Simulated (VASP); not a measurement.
A run of VASP 6.6.1 is set up as follows.

Contents of POSCAR:

```
HgTe
1.0
    3.7903382814      0.0000000000      0.0000000000
    0.0000000000      3.7903382814      0.0000000000
    0.0000000000      0.0000000000      3.7903382814
Hg Te
1 1
Direct
    0.0000000000      0.0000000000      0.0000000000
    0.5000000000      0.5000000000      0.5000000000
```

File INCAR.step1:

```
SYSTEM = HgTe
PREC     = Accurate       ! precision mode
ENCUT    = 520            ! plane-wave cutoff, eV
ISMEAR   = -1             ! smearing method
SIGMA    = 0.02           ! smearing width, eV
LREAL    = .FALSE.        ! projectors in reciprocal space
LASPH    = .TRUE.         ! aspherical terms in the spheres
NELM     = 60             ! most SCF steps
NBANDS   = 16             ! bands
ISYM     = 0            
GGA      = PE             ! functional
ALGO     = Normal         ! electronic algorithm
EDIFF    = 1E-4           ! SCF threshold, eV
LWAVE    = .TRUE.         ! write WAVECAR
LCHARG   = .FALSE.        ! write CHGCAR
```

File INCAR.step2:

```
SYSTEM = HgTe
PREC     = Accurate       ! precision mode
ENCUT    = 520            ! plane-wave cutoff, eV
EDIFF    = 1E-6           ! SCF threshold, eV
ISMEAR   = -1             ! smearing method
SIGMA    = 0.02           ! smearing width, eV
LREAL    = .FALSE.        ! projectors in reciprocal space
LASPH    = .TRUE.         ! aspherical terms in the spheres
NELM     = 60             ! most SCF steps
ALGO     = Normal         ! electronic algorithm
ISIF     = 2              ! what is computed and relaxed
LWAVE    = .FALSE.        ! write WAVECAR
LCHARG   = .TRUE.         ! write CHGCAR
METAGGA  = R2SCAN         ! meta-GGA
LMIXTAU  = .TRUE.       
LELF     = .TRUE.         ! ELF
LVHAR    = .TRUE.       
NBANDS   = 16             ! bands
ISYM     = 0            
ISTART   = 1
```

The input KPOINTS:

```
Automatic mesh
0
G
  4 4 4
  0 0 0
```

Potentials or basis: VASP PAW PBE potentials, release 64 (Hg, Te).

Command:

```sh
$ cat potpaw_PBE.64/Hg/POTCAR potpaw_PBE.64/Te/POTCAR > POTCAR
$ cp INCAR.step1 INCAR
$ mpirun -np 1 vasp_std > vasp.out
$ cp INCAR.step2 INCAR
$ mpirun -np 1 vasp_std > vasp.out
```

Problem. What does it give for the band gap on the k mesh?

Solution. Zero (band 9 reaches 5.20 eV, above the bottom of band 10 at 3.63 eV).

Problem. Estimate the pressure.

Solution. 0.2 GPa.

Caveat: the k points lie up to 0.41 Å⁻¹ apart; the PAW data sets were made with another functional, which shifts forces and pressure a little; spin-orbit coupling is left out, which moves the levels of the heavy elements.
